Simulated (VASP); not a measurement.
# Rh (P6_3/mmc) in VASP: notebook, part 2 of 2

VASP 6.6.1. The steps go on from the part before.

**4. Single point, PBEsol**

This run uses another cell than the first one, of 14.30 Å³/atom.

Input file INCAR:

```
SYSTEM = Rh
PREC = Accurate
ENCUT = 520
EDIFF = 1E-7
ISMEAR = -1
SIGMA = 0.05
LREAL = .FALSE.
LASPH = .TRUE.
NELM = 80
ALGO = Normal
ISIF = 2
LWAVE = .FALSE.
LCHARG = .FALSE.
GGA = PS
NBANDS = 22
```

Input file KPOINTS:

```
regular mesh
0
G
  12 12 7
  0 0 0
```

Input file POSCAR:

```
Rh
1.0
    2.7309790000      0.0000000000      0.0000000000
   -1.3654900000      2.3650970000      0.0000000000
    0.0000000000      0.0000000000      4.4284890000
Rh
2
Direct
    0.6666666667      0.3333333333      0.7500000000
    0.3333333333      0.6666666667      0.2500000000
```

Potentials or basis: VASP PAW PBE potentials, release 64 (Rh_pv).

The run is started by

```
> cat potpaw_PBE.64/Rh_pv/POTCAR > POTCAR
> mpirun -np 1 vasp_std > vasp.out
```

OUTCAR:

```text
SYSTEM = Rh
   PREC = Accurate
   ENCUT = 520
   EDIFF = 1E-7
   ISMEAR = -1
   LREAL = .FALSE.
   LASPH = .TRUE.
   NELM = 80
   ISIF = 2
   GGA = PS

 ion  position               nearest neighbor table
   1  0.667  0.333  0.750-   2 2.72   2 2.72   2 2.72   2 2.72   2 2.72   2 2.72
   2  0.333  0.667  0.250-   1 2.72   1 2.72   1 2.72   1 2.72   1 2.72   1 2.72

  LATTYP: Found a hexagonal cell.
 ALAT       =     2.7309790000
 C/A-ratio  =     1.6215756328

  Lattice vectors:

 A1 = (   2.7309790000,   0.0000000000,   0.0000000000)
 A2 = (  -1.3654900000,   2.3650970000,   0.0000000000)
 A3 = (   0.0000000000,   0.0000000000,   4.4284890000)

Analysis of symmetry for initial positions (statically):
=====================================================================
 Subroutine PRICEL returns:
 Original cell was already a primitive cell.

 Routine SETGRP: Setting up the symmetry group for a
 hexagonal supercell.

 Subroutine GETGRP returns: Found 24 space group operations
 (whereof 12 operations were pure point group operations)
 out of a pool of 24 trial point group operations.

The static configuration has the point symmetry D_3d.
 The point group associated with its full space group is D_6h.

Analysis of symmetry for dynamics (positions and initial velocities):
=====================================================================
 Subroutine PRICEL returns:
 Original cell was already a primitive cell.

 Routine SETGRP: Setting up the symmetry group for a
 hexagonal supercell.

 Subroutine GETGRP returns: Found 24 space group operations
 (whereof 12 operations were pure point group operations)
 out of a pool of 24 trial point group operations.

The dynamic configuration has the point symmetry D_3d.
 The point group associated with its full space group is D_6h.

 Subroutine INISYM returns: Found 24 space group operations
 (whereof 12 operations are pure point group operations),
 and found     1 'primitive' translations

[... 111 lines left out ...]
   IALGO  =     38    algorithm
   IMIX   =      4    mixing-type and parameters
     AMIX     =   0.40;   BMIX     =  1.00
     AMIX_MAG =   1.60;   BMIX_MAG =  1.00
  volume/ion in A,a.u.               =      14.30        96.51
  Fermi-wavevector in a.u.,A,eV,Ry     =   1.663314  3.143208 37.642069  2.766614
  Thomas-Fermi vector in A             =   2.750053
   LORBIT       =      0    0 simple, 1 ext, 2 COOP (PROOUT), +10 PAW based schemes
   GGA     = PS    functional components
   LHFCALC =     F    Hartree Fock is set to
   AEXX    =    0.0000 exact exchange contribution
   IVDW    =     0    specifies the selected vdW correction
   LEPSILON=     F    determine dielectric tensor
   LRPA    =     F    only Hartree local field effects (RPA)
 non-spin polarized calculation
  energy-cutoff  :      520.00
  volume of cell :       28.60
 maximum number of plane-waves:       785
   NGX = 11   NGY = 11   NGZ = 17

 number of electron      30.0000007 magnetization

 Free energy of the ion-electron system (eV)
  ---------------------------------------------------
  ext. energy  EPLUGINS =         0.00000000
  ---------------------------------------------------
  free energy    TOTEN  =       -16.14204735 eV

  energy without entropy =      -16.11306063  energy(sigma->0) =      -16.12755399

 E-fermi :  11.1449     XC(G=0): -13.9643

 val. band max:       11.1405358917   @ k =   0.4167   0.1667   0.1429
 cond. band min:      11.1549471671   @ k =   0.0833  -0.0000   0.4286
 fundamental gap:      0.0144112754
 Fermi energy:        11.1448602962

 k-point     1 :       0.0000    0.0000    0.0000
  band No.  band energies     occupation
      1     -35.8694      2.00000
      2     -35.2962      2.00000
      3     -35.2962      2.00000
      4     -35.2160      2.00000
      5     -35.2029      2.00000
      6     -35.2029      2.00000
[... 589 lines left out ...]
     21      26.1998      0.00000
     22      26.4762      0.00000

 [... further k-points ...]

------------------------ aborting loop because EDIFF is reached ----------------------------------------

  FORCE on cell =-STRESS in cart. coord.  units (eV):
  Direction    XX          YY          ZZ          XY          YZ          ZX
  --------------------------------------------------------------------------------------
  -------------------------------------------------------------------------------------
  Total       -2.4319554     -2.4319550     -2.5345694      0.0000005     -0.0000000      0.0000000
  in kB     -136.2207604   -136.2207384   -141.9684648      0.0000288     -0.0000000      0.0000000
  external PRESSURE =    -138.1366546 kB  Pullay stress =       0.0000000 kB

 VOLUME and BASIS-vectors are now :
 -----------------------------------------------------------------------------
  energy-cutoff  :      520.00
  volume of cell :       28.60
      direct lattice vectors                 reciprocal lattice vectors
     2.730979000  0.000000000  0.000000000     0.366169055  0.211407897  0.000000000
    -1.365490000  2.365097000  0.000000000     0.000000000  0.422815639  0.000000000
     0.000000000  0.000000000  4.428489000     0.000000000  0.000000000  0.225810655

 POSITION                                       TOTAL-FORCE (eV/Angst)
 -----------------------------------------------------------------------------------
      1.36549      0.78837      3.32137         0.000000      0.000000      0.000000
     -0.00000      1.57673      1.10712        -0.000000      0.000000      0.000000
 -----------------------------------------------------------------------------------
    total drift:                                0.000000     -0.000000      0.000000

  FREE ENERGIE OF THE ION-ELECTRON SYSTEM (eV)
  ---------------------------------------------------
  free  energy   TOTEN  =       -16.1420473519 eV

  energy  without entropy=      -16.1130606288  energy(sigma->0) =      -16.12755399
```

OSZICAR:

```text
N       E                     dE             d eps       ncg     rms          rms(c)
DAV:   1     0.323595055091E+03    0.32360E+03   -0.18994E+04  3344   0.157E+03
DAV:   2    -0.103610543099E+02   -0.33396E+03   -0.32227E+03  3488   0.470E+02
DAV:   3    -0.173575235714E+02   -0.69965E+01   -0.69532E+01  3956   0.769E+01
DAV:   4    -0.174028047045E+02   -0.45281E-01   -0.45277E-01  3810   0.626E+00
DAV:   5    -0.174034890689E+02   -0.68436E-03   -0.68436E-03  3896   0.793E-01    0.143E+01
DAV:   6    -0.161835309082E+02    0.12200E+01   -0.29466E+00  3686   0.181E+01    0.421E+00
DAV:   7    -0.161502960809E+02    0.33235E-01   -0.43871E-02  3854   0.180E+00    0.204E+00
DAV:   8    -0.161425941069E+02    0.77020E-02   -0.90920E-03  3626   0.110E+00    0.383E-01
DAV:   9    -0.161420361724E+02    0.55793E-03   -0.46801E-04  3890   0.262E-01    0.331E-02
DAV:  10    -0.161420472655E+02   -0.11093E-04   -0.60170E-06  3898   0.240E-02    0.708E-03
DAV:  11    -0.161420473519E+02   -0.86402E-07   -0.76580E-07  3880   0.867E-03
   1 F= -.16142047E+02 E0= -.16127554E+02  d E =-.289867E-01
```

stdout:

```text
POSCAR found type information on POSCAR Rh
 POSCAR found :  1 types and       2 ions
 scaLAPACK will be used
 -----------------------------------------------------------------------------
|                                                                             |
|                                                                             |
|     You enforced a specific xc type in the INCAR file but a different       |
|     I HOPE YOU KNOW WHAT YOU ARE DOING!                                     |
|                                                                             |
 -----------------------------------------------------------------------------

 LDA part: xc-table for (Slater+PW92), standard interpolation
 POSCAR, INCAR and KPOINTS ok, starting setup
 FFT: planning ... GRIDC
 FFT: planning ... GRID_SOFT
 FFT: planning ... GRID
 WAVECAR not read
 entering main loop
```

Run time: 20 s. Hardware: 1 thread of Intel Xeon Platinum 8488C (Sapphire Rapids), shared host; peak memory 0.16 GiB.

What came out:

```yaml
Free_energy: -16.1420 eV
Pressure: -13.8 GPa
Band_gap_on_the_k_mesh: zero (bands 15 and 16 overlap by 2.27 eV)
```

Caveat: the cell stands under tension; the PAW data sets were made with another functional, which shifts forces and pressure a little.

**5. The runs side by side**

```tsv
cell	gap on the mesh (eV)	pressure (GPa)
a = 2.675, b = 2.675, c = 4.338 Å, angles 90.0, 90.0, 120.0°, 2 atoms	none	2.3
a = 2.703, b = 2.703, c = 4.384 Å, angles 90.0, 90.0, 120.0°, 2 atoms	none	-6.6
a = 2.731, b = 2.731, c = 4.428 Å, angles 90.0, 90.0, 120.0°, 2 atoms	none	-13.8
```

Alike in all rows: task single point; level PBEsol; potentials or basis VASP PAW PBE potentials, release 64 (Rh_pv); no spin polarisation; k mesh 12 × 12 × 7; cutoff (eV) 520; smearing fermi-dirac 0.05 eV.

Caveats: the PAW data sets were made with another functional, which shifts forces and pressure a little; the cell stands under tension (at least some runs).

Total energies depend on the potentials used, so only differences within one code and one set of settings carry meaning.
